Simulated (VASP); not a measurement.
Input of a VASP 6.6.1 run:

Contents of INCAR:

```
PREC = Accurate
ENCUT = 600
EDIFF = 1E-7
ISMEAR = 0
SIGMA = 0.02
LREAL = F
LASPH = T
NELM = 60
ALGO = Normal
ISIF = 3
LWAVE = F
LCHARG = F
GGA = PE
IBRION = 2
NSW = 100
EDIFFG = -0.01
```

KPOINTS

```
regular mesh
0
Gamma
  12 12 12
```

The input POSCAR:

```
HfC
1.0
    3.2515067681      0.0000000000      0.0000000000
   -1.6257533840      2.8158874617      0.0000000000
    0.0000000000      0.0000000000      2.9066139195
Hf C
1 1
Direct
    0.6666666667      0.3333333333      0.4360525124
    0.3333333333      0.6666666667      0.9765768576
```

Potentials or basis: VASP PAW PBE potentials, release 64 (Hf_pv, C).

Run with:

```bash
$ cat potpaw_PBE.64/Hf_pv/POTCAR potpaw_PBE.64/C/POTCAR > POTCAR
$ mpirun -np 1 vasp_std > vasp.out
```

Q: What does it give for the band gap on the k mesh?

A: Zero (bands 7 and 8 overlap by 0.03 eV).

Q: Predict the space group after relaxing (to 0.1 Å).

A: P3m1 (No. 156).

Step by step:
| step | energy change (eV) | largest force (eV/Å) | pressure (GPa) | volume (Å³) |
| --- | --- | --- | --- | --- |
| 1 | 0.0000 | 0.0260 | -1.14 | 26.61 |
| 2 | -0.0001 | 0.0633 | 1.47 | 26.25 |
| 3 | -0.0009 | 0.0437 | 0.21 | 26.42 |
| 4 | -0.0011 | 0.0367 | -0.09 | 26.44 |
| 5 | -0.0011 | 0.0361 | -0.12 | 26.45 |
| 6 | -0.0013 | 0.0289 | -0.06 | 26.42 |
| 7 | -0.0016 | 0.0095 | 0.18 | 26.36 |
| 8 | -0.0016 | 0.0055 | 0.24 | 26.35 |
| 9 | -0.0015 | 0.0088 | -0.56 | 26.45 |
| 10 | -0.0017 | 0.0008 | -0.01 | 26.38 |

Caveat: spin-orbit coupling is left out, which moves the levels of the heavy elements.
